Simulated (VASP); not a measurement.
# HgTe (Fm-3m) in VASP: electric field gradients with PBE

Aim: the electric field gradients of HgTe with PBE.

All numbers are computed with VASP 6.6.1; they aren't measurements. Logs are shortened: lines on timing, memory, paths and dates and some standing lists are left out, and cuts for length are marked.

### Step 1. The cell of the first run

The structure is cubic, space group Fm-3m (No. 225). Conventional cell: a = 5.843 Å, b = 5.843 Å, c = 5.843 Å, α = 90.00°, β = 90.00°, γ = 90.00°. Hg (site symmetry m-3m) has 6 Te at 2.92 Å within 3.8 Å. Within 3.8 Å of Te (site symmetry m-3m) lie 6 Hg at 2.92 Å.

### Step 2. Electric field gradients, PBE

The input, INCAR:

```
PREC = Accurate
ENCUT = 520
EDIFF = 1E-8
ISMEAR = -1
SIGMA = 0.02
LREAL = F
LASPH = T
NELM = 80
ALGO = Normal
ISIF = 2
LWAVE = F
LCHARG = F
GGA = PE
LEFG = T
NBANDS = 16
```

The input, KPOINTS:

```
Automatic mesh
0
Gamma
  13 13 13
```

The input, POSCAR:

```
HgTe
1.0
    0.0000000000      2.9215000000      2.9215000000
    2.9215000000      0.0000000000      2.9215000000
    2.9215000000      2.9215000000      0.0000000000
Hg Te
1 1
Direct
    0.0000000000      0.0000000000      0.0000000000
    0.5000000000      0.5000000000      0.5000000000
```

Potentials or basis: VASP PAW PBE potentials, release 64 (Hg, Te).

Started as:

```
cat potpaw_PBE.64/Hg/POTCAR potpaw_PBE.64/Te/POTCAR > POTCAR
mpirun -np 1 vasp_std > vasp.out
```

OUTCAR:

```text
PREC = Accurate
   ENCUT = 520
   EDIFF = 1E-8
   ISMEAR = -1
   LREAL = F
   LASPH = T
   NELM = 80
   ISIF = 2
   GGA = PE

 ion  position               nearest neighbor table
   1  0.000  0.000  0.000-   2 2.92   2 2.92   2 2.92   2 2.92   2 2.92   2 2.92
   2  0.500  0.500  0.500-   1 2.92   1 2.92   1 2.92   1 2.92   1 2.92   1 2.92

  LATTYP: Found a face centered cubic cell.
 ALAT       =     5.8430000000

  Lattice vectors:

 A1 = (   0.0000000000,   2.9215000000,   2.9215000000)
 A2 = (   2.9215000000,   0.0000000000,   2.9215000000)
 A3 = (   2.9215000000,   2.9215000000,   0.0000000000)

Analysis of symmetry for initial positions (statically):
=====================================================================
 Subroutine PRICEL returns:
 Original cell was already a primitive cell.

 Routine SETGRP: Setting up the symmetry group for a
 face centered cubic supercell.

 Subroutine GETGRP returns: Found 48 space group operations
 (whereof 48 operations were pure point group operations)
 out of a pool of 48 trial point group operations.

The static configuration has the point symmetry O_h .

Analysis of symmetry for dynamics (positions and initial velocities):
=====================================================================
 Subroutine PRICEL returns:
 Original cell was already a primitive cell.

 Routine SETGRP: Setting up the symmetry group for a
 face centered cubic supercell.

 Subroutine GETGRP returns: Found 48 space group operations
 (whereof 48 operations were pure point group operations)
 out of a pool of 48 trial point group operations.

The dynamic configuration has the point symmetry O_h .

 Subroutine INISYM returns: Found 48 space group operations
 (whereof 48 operations are pure point group operations),
 and found     1 'primitive' translations

----------------------------------------------------------------------------------------

                                     Primitive cell

  volume of cell :      49.8710

  direct lattice vectors                    reciprocal lattice vectors
     0.000000000  2.921500000  2.921500000    -0.171144960  0.171144960  0.171144960
     2.921500000  0.000000000  2.921500000     0.171144960 -0.171144960  0.171144960
     2.921500000  2.921500000  0.000000000     0.171144960  0.171144960 -0.171144960

  length of vectors
     4.131624922  4.131624922  4.131624922     0.296431766  0.296431766  0.296431766

  position of ions in fractional coordinates (direct lattice)
     0.000000000  0.000000000  0.000000000
     0.500000000  0.500000000  0.500000000

  ion indices of the primitive-cell ions
   primitive index   ion index
                 1           1
                 2           2

----------------------------------------------------------------------------------------

 KPOINTS: Automatic mesh

Automatic generation of k-mesh.
 Grid dimensions read from file:
 generate k-points for:   13   13   13

 Generating k-lattice:

  Cartesian coordinates                     Fractional coordinates (reciprocal lattice)
    -0.013164997  0.013164997  0.013164997     0.076923077  0.000000000  0.000000000
     0.013164997 -0.013164997  0.013164997     0.000000000  0.076923077  0.000000000
     0.013164997  0.013164997 -0.013164997     0.000000000  0.000000000  0.076923077

  Length of vectors
     0.022802444  0.022802444  0.022802444

  Shift w.r.t. Gamma in fractional coordinates (k-lattice)
     0.000000000  0.000000000  0.000000000

 Subroutine IBZKPT returns following result:
 ===========================================

 Found     84 irreducible k-points:

 Following reciprocal coordinates:
            Coordinates               Weight
  0.000000  0.000000  0.000000      1.000000
  0.076923  0.000000  0.000000      8.000000
  0.153846  0.000000  0.000000      8.000000
  0.230769  0.000000  0.000000      8.000000
  0.307692  0.000000  0.000000      8.000000
  0.384615  0.000000  0.000000      8.000000
[... 16 lines left out ...]
  0.384615  0.153846  0.000000     24.000000
  0.461538  0.153846  0.000000     24.000000
 [... further k-points ...]
   k-points           NKPTS =     84   k-points in BZ     NKDIM =     84   number of bands    NBANDS=     16
   number of dos      NEDOS =    301   number of ions     NIONS =      2
   total plane-waves  NPLWV =  32768
   dimension x,y,z NGX =    32 NGY =   32 NGZ =   32
   dimension x,y,z NGXF=    64 NGYF=   64 NGZF=   64
   ions per type =               1   1
   NGX,Y,Z   is equivalent  to a cutoff of  12.88, 12.88, 12.88 a.u.
   NGXF,Y,Z  is equivalent  to a cutoff of  25.75, 25.75, 25.75 a.u.
 SYSTEM =  unknown system
   PREC   = accura    normal or accurate (medium, high low for compatibility)
   ISTART =      0    job   : 0-new  1-cont  2-samecut
   ICHARG =      2    charge: 1-file 2-atom 10-const
   ISPIN  =      1    spin polarized calculation?
   LNONCOLLINEAR =      F non collinear calculations
   LSORBIT =      F    spin-orbit coupling
   LASPH  =      T    aspherical Exc in radial PAW
   ENCUT  =  520.0 eV  38.22 Ry    6.18 a.u.   7.68  7.68  7.68*2*pi/ulx,y,z
   NELM   =     80;   NELMIN=  2; NELMDL= -5     # of ELM steps
   EDIFF  = 0.1E-07   stopping-criterion for ELM
   LREAL  =      F    real-space projection
   EDIFFG = 0.1E-06   stopping-criterion for IOM
   NSW    =      0    number of steps for IOM
   IBRION =     -1    ionic relax: 0-MD 1-quasi-New 2-CG
   NFREE  =      0    steps in history (QN), initial steepest desc. (CG)
   ISIF   =      2    stress and relaxation
   ISYM   =      2    0-nonsym 1-usesym 2-fastsym
   POTIM  = 0.5000    time-step for ionic-motion
   TEBEG  =    0.0;   TEEND  =   0.0 temperature during run
   PSTRESS=    0.0 pullay stress
   NELECT =      18.0000    total number of electrons
   NUPDOWN=      -1.0000    fix difference up-down
   EMIN   =  10.00;   EMAX   =-10.00  energy-range for DOS
   EFERMI =   0.00;   METHOD = LEGACY
   ISMEAR =    -1;   SIGMA  =   0.02  broadening in eV -4-tet -1-fermi 0-gaus
   EFERMI_NEDOS =   21; number of points for ismear=-14 and -15
   IALGO  =     38    algorithm
   IMIX   =      4    mixing-type and parameters
     AMIX     =   0.40;   BMIX     =  1.00
     AMIX_MAG =   1.60;   BMIX_MAG =  1.00
  volume/ion in A,a.u.               =      24.94       168.27
  Fermi-wavevector in a.u.,A,eV,Ry     =   1.165601  2.202666 18.485213  1.358625
  Thomas-Fermi vector in A             =   2.302124
   LORBIT       =      0    0 simple, 1 ext, 2 COOP (PROOUT), +10 PAW based schemes
   GGA     = PE    functional components
[... 5 lines left out ...]
 non-spin polarized calculation
  energy-cutoff  :      520.00
  volume of cell :       49.87
 maximum number of plane-waves:      1363
   NGX = 15   NGY = 15   NGZ = 15

 number of electron      18.0000001 magnetization

 Free energy of the ion-electron system (eV)
  ---------------------------------------------------
  ext. energy  EPLUGINS =         0.00000000
  ---------------------------------------------------
  free energy    TOTEN  =        -3.10912041 eV

  energy without entropy =       -3.10677787  energy(sigma->0) =       -3.10794914

 E-fermi :   5.9204     XC(G=0): -10.5054

 val. band max:        5.9151243489   @ k =  -0.4615   0.3077   0.0000
 cond. band min:       5.9217478617   @ k =   0.3846   0.0769   0.0000
 fundamental gap:      0.0066235128
 Fermi energy:         5.9204358473

 k-point     1 :       0.0000    0.0000    0.0000
  band No.  band energies     occupation
      1      -7.0875      2.00000
      2      -1.3092      2.00000
      3      -1.3092      2.00000
      4      -1.2458      2.00000
      5      -1.2458      2.00000
      6      -1.2458      2.00000
[... 8 lines left out ...]
     15      14.0182      0.00000
     16      14.0182      0.00000

 k-point     2 :       0.0769    0.0000    0.0000
  band No.  band energies     occupation
      1      -7.0228      2.00000
      2      -1.3366      2.00000
      3      -1.3366      2.00000
      4      -1.2565      2.00000
      5      -1.2358      2.00000
      6      -1.2358      2.00000
[... 8 lines left out ...]
     15      14.0491      0.00000
     16      14.0491      0.00000
[... 387 lines left out ...]
      5      -1.0789      2.00000
      6      -1.0243      2.00000
[... 8 lines left out ...]
     15      16.7643      0.00000
     16      17.1574      0.00000

 k-point    24 :       0.4615    0.1538    0.0000
  band No.  band energies     occupation
      1      -5.6326      2.00000
      2      -1.8098      2.00000
      3      -1.6308      2.00000
      4      -1.5458      2.00000
      5      -1.0273      2.00000
      6      -0.9949      2.00000
[... 8 lines left out ...]
     15      17.5213      0.00000
     16      17.7716      0.00000

 [... further k-points ...]

------------------------ aborting loop because EDIFF is reached ----------------------------------------

  FORCE on cell =-STRESS in cart. coord.  units (eV):
  Direction    XX          YY          ZZ          XY          YZ          ZX
  --------------------------------------------------------------------------------------
  -------------------------------------------------------------------------------------
  Total        3.3190977      3.3190977      3.3190977      0.0000000     -0.0000000      0.0000000
  in kB      106.6308683    106.6308683    106.6308683      0.0000000     -0.0000000      0.0000000
  external PRESSURE =     106.6308683 kB  Pullay stress =       0.0000000 kB

 VOLUME and BASIS-vectors are now :
 -----------------------------------------------------------------------------
  energy-cutoff  :      520.00
  volume of cell :       49.87
      direct lattice vectors                 reciprocal lattice vectors
     0.000000000  2.921500000  2.921500000    -0.171144960  0.171144960  0.171144960
     2.921500000  0.000000000  2.921500000     0.171144960 -0.171144960  0.171144960
     2.921500000  2.921500000  0.000000000     0.171144960  0.171144960 -0.171144960

 POSITION                                       TOTAL-FORCE (eV/Angst)
 -----------------------------------------------------------------------------------
      0.00000      0.00000      0.00000        -0.000000     -0.000000     -0.000000
      2.92150      2.92150      2.92150         0.000000      0.000000      0.000000
 -----------------------------------------------------------------------------------
    total drift:                                0.000000     -0.000000     -0.000000

  FREE ENERGIE OF THE ION-ELECTRON SYSTEM (eV)
  ---------------------------------------------------
  free  energy   TOTEN  =        -3.1091204117 eV

  energy  without entropy=       -3.1067778691  energy(sigma->0) =       -3.10794914

 Electric field gradients (V/A^2)
---------------------------------------------------------------------
 ion       V_xx      V_yy      V_zz      V_xy      V_xz      V_yz
---------------------------------------------------------------------
   1      -0.000    -0.000     0.000     0.000     0.000     0.000
   2      -0.000     0.000     0.000    -0.000    -0.000    -0.000
---------------------------------------------------------------------

 Electric field gradients after diagonalization (V/A^2)
 (convention: |V_zz| > |V_xx| > |V_yy|)
----------------------------------------------------------------------
 ion       V_xx      V_yy      V_zz     asymmetry (V_yy - V_xx)/ V_zz
----------------------------------------------------------------------
   1      -0.000    -0.000     0.001       0.000
   2       0.000     0.000    -0.000       0.000
----------------------------------------------------------------------

           NMR quadrupolar parameters

 Cq : quadrupolar parameter    Cq=e*Q*V_zz/h
 eta: asymmetry parameters     (V_yy - V_xx)/ V_zz
 Q  : nuclear electric quadrupole moment in mb (millibarn)
----------------------------------------------------------------------
 ion       Cq(MHz)       eta       Q (mb)
----------------------------------------------------------------------
   1       0.000       0.000       1.000
   2      -0.000       0.000       1.000
----------------------------------------------------------------------
```

Wall time 80 s (1 thread of Intel Xeon 8259CL, shared host); peak memory 0.23 GiB.

Results:

| Item | Value |
| --- | --- |
| Free energy | -3.1091 eV |
| Pressure | 10.7 GPa |
| Band gap on the k mesh | zero (bands 9 and 10 overlap by 3.19 eV) |
| Largest electric field gradient by atom | zero within the noise of the run |

Caveat: the cell stands under pressure; spin-orbit coupling is left out, which moves the levels of the heavy elements.
